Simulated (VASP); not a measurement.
# Li4GaGe2: single point with PBE

The system is Li4GaGe2.

```
CELL_PARAMETERS angstrom
4.67922 0.00000 0.00000
-2.33961 4.05233 0.00000
-2.33961 1.35078 6.40629
ATOMIC_POSITIONS crystal
Ge 0.40695 0.59305 0.22085
Ge 0.26645 0.73355 0.79935
Ga 0.12440 0.87560 0.37320
Li 0.83600 0.16400 0.50800
Li 0.70060 0.29940 0.10180
Li 0.99670 0.00330 0.99010
Li 0.54100 0.45900 0.62300
```

| Property | Result |
| --- | --- |
| Program | VASP 6.6.1 |
| Task | single point |
| Functional | PBE |
| Potentials or basis | VASP PAW PBE potentials, release 64 (Ge_d, Ga_d, Li_sv) |
| Cutoff | 520 eV |
| k mesh | 5 × 5 × 5 |
| Occupations | gaussian, width 0.2982 eV |
| Spin | no spin polarisation |
| Dipole correction | no |
| Further INCAR settings | ALGO = Normal; EDIFF = 1e-06; NBANDS = 36 |

```yaml
Largest_force: 0.982 eV/Å
Band_gap_on_the_k_mesh: zero (an odd number of electrons rules out a gap without spin polarisation)
```

Forces on the atoms (eV/Å):
```
Ge   0.000  0.000 -0.096
Ge   0.000  0.000 -0.171
Ga   0.000  0.000  0.654
Li   0.000  0.000  0.489
Li   0.000  0.000 -0.517
Li   0.000  0.000 -0.982
Li   0.000  0.000  0.623
```

Levels at points of the mesh, in eV from the Fermi level:
```csv
k point,band 24,band 25,band 26,band 27,band 28,band 29
"(0.00, 0.00, 0.00)",-1.09,-1.09,-0.18,-0.18,1.55,1.55
```

Run time: 60 s on 1 thread of Intel(R) Xeon(R) Platinum 8559C (Emerald Rapids) (shared host), peak memory 0.29 GiB.
